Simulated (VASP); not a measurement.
# Ti (Im-3m) in VASP: notebook

The runs below take Ti through single point, with LDA.

Everything below comes from runs of VASP 6.6.1. Logs are shortened: lines on timing, memory, paths and dates and some standing lists are left out, and cuts for length are marked.

### Step 1. The cell of the first run

Symmetry: Im-3m, No. 229, cubic system. Conventional cell: a = 3.215 Å, b = 3.215 Å, c = 3.215 Å, α = 90.00°, β = 90.00°, γ = 90.00°. Ti (site symmetry m-3m) has 14 Ti at 2.78 to 3.22 Å within 3.7 Å.

### Step 2. Single point, LDA

Input file INCAR:

```
PREC = Accurate
ENCUT = 520
EDIFF = 1E-6
ISMEAR = -1
SIGMA = 0.1
LREAL = F
LASPH = T
NELM = 100
ALGO = Normal
ISIF = 2
LWAVE = F
LCHARG = F
GGA = CA
NBANDS = 12
```

Input file KPOINTS:

```
Automatic mesh
0
Gamma
  12 12 12
```

Input file POSCAR:

```
Ti
1.0
   -1.6075008044      1.6075008044      1.6075008044
    1.6075008044     -1.6075008044      1.6075008044
    1.6075008044      1.6075008044     -1.6075008044
Ti
1
Direct
    0.0000000000      0.0000000000      0.0000000000
```

Potentials or basis: VASP PAW LDA potentials, release 64 (Ti_sv).

Command:

```console
> cat potpaw_LDA.64/Ti_sv/POTCAR > POTCAR
> mpirun -np 1 vasp_std > vasp.out
```

OUTCAR:

```text
PREC = Accurate
   ENCUT = 520
   EDIFF = 1E-6
   ISMEAR = -1
   LREAL = F
   LASPH = T
   NELM = 100
   ISIF = 2
   GGA = CA

 ion  position               nearest neighbor table
   1  0.000  0.000  0.000-

  LATTYP: Found a body centered cubic cell.
 ALAT       =     3.2150016088

  Lattice vectors:

 A1 = (  -1.6075008044,   1.6075008044,   1.6075008044)
 A2 = (   1.6075008044,  -1.6075008044,   1.6075008044)
 A3 = (   1.6075008044,   1.6075008044,  -1.6075008044)

Analysis of symmetry for initial positions (statically):
=====================================================================
 Subroutine PRICEL returns:
 Original cell was already a primitive cell.

 Routine SETGRP: Setting up the symmetry group for a
 body centered cubic supercell.

 Subroutine GETGRP returns: Found 48 space group operations
 (whereof 48 operations were pure point group operations)
 out of a pool of 48 trial point group operations.

The static configuration has the point symmetry O_h .

Analysis of symmetry for dynamics (positions and initial velocities):
=====================================================================
 Subroutine PRICEL returns:
 Original cell was already a primitive cell.

 Routine SETGRP: Setting up the symmetry group for a
 body centered cubic supercell.

 Subroutine GETGRP returns: Found 48 space group operations
 (whereof 48 operations were pure point group operations)
 out of a pool of 48 trial point group operations.

The dynamic configuration has the point symmetry O_h .

 Subroutine INISYM returns: Found 48 space group operations
 (whereof 48 operations are pure point group operations),
 and found     1 'primitive' translations

----------------------------------------------------------------------------------------

                                     Primitive cell

  volume of cell :      16.6155

  direct lattice vectors                    reciprocal lattice vectors
    -1.607500804  1.607500804  1.607500804     0.000000000  0.311041835  0.311041835
     1.607500804 -1.607500804  1.607500804     0.311041835  0.000000000  0.311041835
     1.607500804  1.607500804 -1.607500804     0.311041835  0.311041835  0.000000000

  length of vectors
     2.784273066  2.784273066  2.784273066     0.439879582  0.439879582  0.439879582

  position of ions in fractional coordinates (direct lattice)
     0.000000000  0.000000000  0.000000000

  ion indices of the primitive-cell ions
   primitive index   ion index
                 1           1

----------------------------------------------------------------------------------------

 KPOINTS: Automatic mesh

Automatic generation of k-mesh.
 Grid dimensions read from file:
 generate k-points for:   12   12   12

 Generating k-lattice:

  Cartesian coordinates                     Fractional coordinates (reciprocal lattice)
     0.000000000  0.025920153  0.025920153     0.083333333  0.000000000  0.000000000
     0.025920153  0.000000000  0.025920153     0.000000000  0.083333333  0.000000000
     0.025920153  0.025920153  0.000000000     0.000000000  0.000000000  0.083333333

  Length of vectors
     0.036656632  0.036656632  0.036656632

  Shift w.r.t. Gamma in fractional coordinates (k-lattice)
     0.000000000  0.000000000  0.000000000

 Subroutine IBZKPT returns following result:
 ===========================================

 Found     72 irreducible k-points:

 Following reciprocal coordinates:
            Coordinates               Weight
  0.000000  0.000000  0.000000      1.000000
  0.083333  0.000000  0.000000     12.000000
  0.166667  0.000000  0.000000     12.000000
  0.250000  0.000000  0.000000     12.000000
  0.333333  0.000000  0.000000     12.000000
  0.416667  0.000000  0.000000     12.000000
[... 16 lines left out ...]
  0.333333  0.083333  0.083333     24.000000
  0.416667  0.083333  0.083333     12.000000
 [... further k-points ...]
   k-points           NKPTS =     72   k-points in BZ     NKDIM =     72   number of bands    NBANDS=     12
   number of dos      NEDOS =    301   number of ions     NIONS =      1
   total plane-waves  NPLWV =  13824
   dimension x,y,z NGX =    24 NGY =   24 NGZ =   24
   dimension x,y,z NGXF=    48 NGYF=   48 NGZF=   48
   ions per type =               1
   NGX,Y,Z   is equivalent  to a cutoff of  14.33, 14.33, 14.33 a.u.
   NGXF,Y,Z  is equivalent  to a cutoff of  28.66, 28.66, 28.66 a.u.
 SYSTEM =  unknown system
   PREC   = accura    normal or accurate (medium, high low for compatibility)
   ISTART =      0    job   : 0-new  1-cont  2-samecut
   ICHARG =      2    charge: 1-file 2-atom 10-const
   ISPIN  =      1    spin polarized calculation?
   LNONCOLLINEAR =      F non collinear calculations
   LSORBIT =      F    spin-orbit coupling
   LASPH  =      T    aspherical Exc in radial PAW
   ENCUT  =  520.0 eV  38.22 Ry    6.18 a.u.   5.18  5.18  5.18*2*pi/ulx,y,z
   NELM   =    100;   NELMIN=  2; NELMDL= -5     # of ELM steps
   EDIFF  = 0.1E-05   stopping-criterion for ELM
   LREAL  =      F    real-space projection
   EDIFFG = 0.1E-04   stopping-criterion for IOM
   NSW    =      0    number of steps for IOM
   IBRION =     -1    ionic relax: 0-MD 1-quasi-New 2-CG
   NFREE  =      0    steps in history (QN), initial steepest desc. (CG)
   ISIF   =      2    stress and relaxation
   ISYM   =      2    0-nonsym 1-usesym 2-fastsym
   POTIM  = 0.5000    time-step for ionic-motion
   TEBEG  =    0.0;   TEEND  =   0.0 temperature during run
   PSTRESS=    0.0 pullay stress
   NELECT =      12.0000    total number of electrons
   NUPDOWN=      -1.0000    fix difference up-down
   EMIN   =  10.00;   EMAX   =-10.00  energy-range for DOS
   EFERMI =   0.00;   METHOD = LEGACY
   ISMEAR =    -1;   SIGMA  =   0.10  broadening in eV -4-tet -1-fermi 0-gaus
   EFERMI_NEDOS =   21; number of points for ismear=-14 and -15
   IALGO  =     38    algorithm
   IMIX   =      4    mixing-type and parameters
     AMIX     =   0.40;   BMIX     =  1.00
     AMIX_MAG =   1.60;   BMIX_MAG =  1.00
  volume/ion in A,a.u.               =      16.62       112.13
  Fermi-wavevector in a.u.,A,eV,Ry     =   1.468805  2.775638 29.353035  2.157387
  Thomas-Fermi vector in A             =   2.584258
   LORBIT       =      0    0 simple, 1 ext, 2 COOP (PROOUT), +10 PAW based schemes
   GGA     = CA    functional components
   LHFCALC =     F    Hartree Fock is set to
   AEXX    =    0.0000 exact exchange contribution
   IVDW    =     0    specifies the selected vdW correction
   LEPSILON=     F    determine dielectric tensor
   LRPA    =     F    only Hartree local field effects (RPA)
 non-spin polarized calculation
  energy-cutoff  :      520.00
  volume of cell :       16.62
 maximum number of plane-waves:       468
 NGX is ok and might be reduce to    24
   NGX = 11   NGY = 11   NGZ = 11

 number of electron      11.9999999 magnetization

 Free energy of the ion-electron system (eV)
  ---------------------------------------------------
  ext. energy  EPLUGINS =         0.00000000
  ---------------------------------------------------
  free energy    TOTEN  =        -8.48427749 eV

  energy without entropy =       -8.41339884  energy(sigma->0) =       -8.44883816

 E-fermi :   8.3103     XC(G=0): -11.9930

 val. band max:        8.3032288980   @ k =  -0.2500   0.2500   0.2500
 cond. band min:       8.3158574276   @ k =   0.2500   0.0833  -0.0000
 fundamental gap:      0.0126285296
 Fermi energy:         8.3102755340

 k-point     1 :       0.0000    0.0000    0.0000
  band No.  band energies     occupation
      1     -47.4338      2.00000
      2     -23.6018      2.00000
      3     -23.6018      2.00000
      4     -23.6018      2.00000
      5       2.3504      2.00000
      6       9.3013      0.00010
      7       9.3013      0.00010
      8       9.3013      0.00010
      9      11.1767      0.00000
     10      11.1767      0.00000
     11      26.1228      0.00000
     12      26.1228      0.00000

 k-point     2 :       0.0833    0.0000    0.0000
  band No.  band energies     occupation
      1     -47.4228      2.00000
      2     -23.6580      2.00000
      3     -23.6189      2.00000
      4     -23.6022      2.00000
      5       2.5976      2.00000
      6       9.1874      0.00031
      7       9.2673      0.00014
      8       9.4854      0.00002
      9      11.0479      0.00000
     10      11.1838      0.00000
     11      25.8016      0.00000
     12      26.0996      0.00000

 k-point     3 :       0.1667    0.0000    0.0000
  band No.  band energies     occupation
      1     -47.3927      2.00000
      2     -23.8094      2.00000
      3     -23.6653      2.00000
      4     -23.6033      2.00000
      5       3.2949      2.00000
      6       8.8900      0.00606
      7       9.0894      0.00083
      8      10.0137      0.00000
      9      10.8556      0.00000
     10      11.2145      0.00000
     11      24.6591      0.00000
     12      25.6536      0.00000

 k-point     4 :       0.2500    0.0000    0.0000
  band No.  band energies     occupation
      1     -47.3513      2.00000
      2     -24.0120      2.00000
      3     -23.7281      2.00000
      4     -23.6048      2.00000
      5       4.2874      2.00000
      6       8.5126      0.23359
      7       8.7707      0.01982
      8      10.8094      0.00000
      9      10.8690      0.00000
     10      11.2848      0.00000
     11      22.6782      0.00000
     12      24.5304      0.00000

 k-point     5 :       0.3333    0.0000    0.0000
  band No.  band energies     occupation
      1     -47.3095      2.00000
      2     -24.2098      2.00000
      3     -23.7903      2.00000
      4     -23.6064      2.00000
      5       5.2250      2.00000
      6       8.1631      1.62662
      7       8.7094      0.03629
      8      11.0294      0.00000
      9      11.3911      0.00000
     10      11.7234      0.00000
     11      20.3848      0.00000
     12      23.2995      0.00000
[... 228 lines left out ...]
      1     -47.3386      2.00000
      2     -24.0699      2.00000
      3     -23.7122      2.00000
      4     -23.6478      2.00000
      5       4.7033      2.00000
      6       8.3324      0.88968
      7       8.3829      0.65214
      8      11.0175      0.00000
      9      11.2538      0.00000
     10      11.4476      0.00000
     11      22.7115      0.00000
     12      23.5383      0.00000

 k-point    22 :       0.2500    0.0833    0.0833
  band No.  band energies     occupation
      1     -47.3015      2.00000
      2     -24.2146      2.00000
      3     -23.7967      2.00000
      4     -23.6537      2.00000
      5       5.6611      2.00000
      6       8.0117      1.90385
      7       8.2658      1.21901
      8      11.1158      0.00000
      9      11.4075      0.00000
     10      12.4445      0.00000
     11      20.4523      0.00000
     12      22.5426      0.00000

 k-point    23 :       0.3333    0.0833    0.0833
  band No.  band energies     occupation
      1     -47.2742      2.00000
      2     -24.3136      2.00000
      3     -23.8637      2.00000
      4     -23.6580      2.00000
      5       6.1127      2.00000
      6       7.8051      1.98729
      7       8.7107      0.03582
      8      11.2306      0.00000
      9      11.5150      0.00000
     10      13.3492      0.00000
     11      18.4106      0.00000
     12      21.8221      0.00000

 k-point    24 :       0.4167    0.0833    0.0833
  band No.  band energies     occupation
      1     -47.2642      2.00000
      2     -24.3487      2.00000
      3     -23.8890      2.00000
      4     -23.6596      2.00000
      5       6.1750      2.00000
      6       7.7340      1.99373
      7       9.0919      0.00081
      8      11.2692      0.00000
      9      11.5552      0.00000
     10      13.7809      0.00000
     11      17.4951      0.00000
     12      21.5605      0.00000

 [... further k-points ...]

------------------------ aborting loop because EDIFF is reached ----------------------------------------

  FORCE on cell =-STRESS in cart. coord.  units (eV):
  Direction    XX          YY          ZZ          XY          YZ          ZX
  --------------------------------------------------------------------------------------
  -------------------------------------------------------------------------------------
  Total       -0.5145705     -0.5145705     -0.5145705      0.0000000      0.0000000      0.0000000
  in kB      -49.6183029    -49.6183029    -49.6183029      0.0000000      0.0000000      0.0000000
  external PRESSURE =     -49.6183029 kB  Pullay stress =       0.0000000 kB

 VOLUME and BASIS-vectors are now :
 -----------------------------------------------------------------------------
  energy-cutoff  :      520.00
  volume of cell :       16.62
      direct lattice vectors                 reciprocal lattice vectors
    -1.607500804  1.607500804  1.607500804     0.000000000  0.311041835  0.311041835
     1.607500804 -1.607500804  1.607500804     0.311041835  0.000000000  0.311041835
     1.607500804  1.607500804 -1.607500804     0.311041835  0.311041835  0.000000000

 POSITION                                       TOTAL-FORCE (eV/Angst)
 -----------------------------------------------------------------------------------
      0.00000      0.00000      0.00000        -0.000000      0.000000      0.000000
 -----------------------------------------------------------------------------------
    total drift:                                0.000000      0.000000      0.000000

  FREE ENERGIE OF THE ION-ELECTRON SYSTEM (eV)
  ---------------------------------------------------
  free  energy   TOTEN  =        -8.4842774890 eV

  energy  without entropy=       -8.4133988357  energy(sigma->0) =       -8.44883816
```

It took 17 s on 1 thread of Intel Xeon 8259CL, shared host; peak memory 0.13 GiB.

What came out:

```yaml
Free_energy: -8.4843 eV
Pressure: -5.0 GPa
Band_gap_on_the_k_mesh: zero (band 6 reaches 9.30 eV, above the bottom of band 7 at 7.70 eV)
```

### Step 3. Single point, LDA

This run uses another cell than the first one, of 17.15 Å³/atom, 1.032 times its volume.

Input file INCAR:

```
SYSTEM = Ti
PREC = Accurate
ENCUT = 520
EDIFF = 1E-6
ISMEAR = -1
SIGMA = 0.1
LREAL = .FALSE.
LASPH = .TRUE.
NELM = 60
ALGO = Normal
ISIF = 2
LWAVE = .FALSE.
LCHARG = .FALSE.
NBANDS = 12
```

Input file KPOINTS:

```
regular mesh
0
G
  12 12 12
  0 0 0
```

Input file POSCAR:

```
Ti
1.0
   -1.6244231091      1.6244231091      1.6244231091
    1.6244231091     -1.6244231091      1.6244231091
    1.6244231091      1.6244231091     -1.6244231091
Ti
1
Direct
    0.0000000000      0.0000000000      0.0000000000
```

Potentials or basis: VASP PAW LDA potentials, release 64 (Ti_sv).

Command:

```console
> cat potpaw_LDA.64/Ti_sv/POTCAR > POTCAR
> mpirun -np 1 vasp_std > vasp.out
```

OUTCAR:

```text
SYSTEM = Ti
   PREC = Accurate
   ENCUT = 520
   EDIFF = 1E-6
   ISMEAR = -1
   LREAL = .FALSE.
   LASPH = .TRUE.
   NELM = 60
   ISIF = 2

 ion  position               nearest neighbor table
   1  0.000  0.000  0.000-

  LATTYP: Found a body centered cubic cell.
 ALAT       =     3.2488462182

  Lattice vectors:

 A1 = (  -1.6244231091,   1.6244231091,   1.6244231091)
 A2 = (   1.6244231091,  -1.6244231091,   1.6244231091)
 A3 = (   1.6244231091,   1.6244231091,  -1.6244231091)
[... 537 lines left out ...]
     11      16.8119      0.00000
     12      20.9629      0.00000

 [... further k-points ...]

------------------------ aborting loop because EDIFF is reached ----------------------------------------

  FORCE on cell =-STRESS in cart. coord.  units (eV):
  Direction    XX          YY          ZZ          XY          YZ          ZX
  --------------------------------------------------------------------------------------
  -------------------------------------------------------------------------------------
  Total       -0.8526882     -0.8526882     -0.8526882      0.0000000      0.0000000      0.0000000
  in kB      -79.6789110    -79.6789110    -79.6789110      0.0000000      0.0000000      0.0000000
  external PRESSURE =     -79.6789110 kB  Pullay stress =       0.0000000 kB

 VOLUME and BASIS-vectors are now :
 -----------------------------------------------------------------------------
  energy-cutoff  :      520.00
  volume of cell :       17.15
      direct lattice vectors                 reciprocal lattice vectors
    -1.624423109  1.624423109  1.624423109     0.000000000  0.307801580  0.307801580
     1.624423109 -1.624423109  1.624423109     0.307801580  0.000000000  0.307801580
     1.624423109  1.624423109 -1.624423109     0.307801580  0.307801580  0.000000000

 POSITION                                       TOTAL-FORCE (eV/Angst)
 -----------------------------------------------------------------------------------
      0.00000      0.00000      0.00000         0.000000     -0.000000      0.000000
 -----------------------------------------------------------------------------------
    total drift:                               -0.000000      0.000000      0.000000

  FREE ENERGIE OF THE ION-ELECTRON SYSTEM (eV)
  ---------------------------------------------------
  free  energy   TOTEN  =        -8.4629002264 eV

  energy  without entropy=       -8.3883881268  energy(sigma->0) =       -8.42564418
```

OSZICAR:

```text
N       E                     dE             d eps       ncg     rms          rms(c)
DAV:   1     0.841578517648E+02    0.84158E+02   -0.65810E+03  1736   0.120E+03
DAV:   2    -0.550375827761E+01   -0.89662E+02   -0.87281E+02  1760   0.287E+02
DAV:   3    -0.942285559926E+01   -0.39191E+01   -0.38720E+01  2456   0.628E+01
DAV:   4    -0.949936099862E+01   -0.76505E-01   -0.76440E-01  1896   0.796E+00
DAV:   5    -0.950121372887E+01   -0.18527E-02   -0.18527E-02  2060   0.112E+00    0.817E+00
DAV:   6    -0.846308364193E+01    0.10381E+01   -0.23747E+00  1860   0.217E+01    0.204E+00
DAV:   7    -0.845591599091E+01    0.71677E-02   -0.68936E-02  2028   0.257E+00    0.122E+00
DAV:   8    -0.846252792739E+01   -0.66119E-02   -0.35989E-02  1820   0.232E+00    0.108E-01
DAV:   9    -0.846286719578E+01   -0.33927E-03   -0.17983E-03  2116   0.430E-01    0.674E-02
DAV:  10    -0.846290069380E+01   -0.33498E-04   -0.32136E-04  1852   0.186E-01    0.207E-02
DAV:  11    -0.846290105090E+01   -0.35710E-06   -0.44049E-05  1892   0.948E-02    0.109E-02
DAV:  12    -0.846290022640E+01    0.82450E-06   -0.23369E-06  1916   0.159E-02
   1 F= -.84629002E+01 E0= -.84256442E+01  d E =-.745121E-01
```

stdout:

```text
POSCAR found type information on POSCAR Ti
 POSCAR found :  1 types and       1 ions
 scaLAPACK will be used
 LDA part: xc-table for (Slater(with rela. corr.)+CA(PZ))
 , standard interpolation
 POSCAR, INCAR and KPOINTS ok, starting setup
 FFT: planning ... GRIDC
 FFT: planning ... GRID_SOFT
 FFT: planning ... GRID
 WAVECAR not read
 entering main loop
```

It took 16 s on 1 thread of Intel Xeon 8259CL, shared host; peak memory 0.13 GiB.

Results:

```yaml
Free_energy: -8.4629 eV
Pressure: -8.0 GPa
Band_gap_on_the_k_mesh: zero (band 6 reaches 8.94 eV, above the bottom of band 7 at 7.38 eV)
```
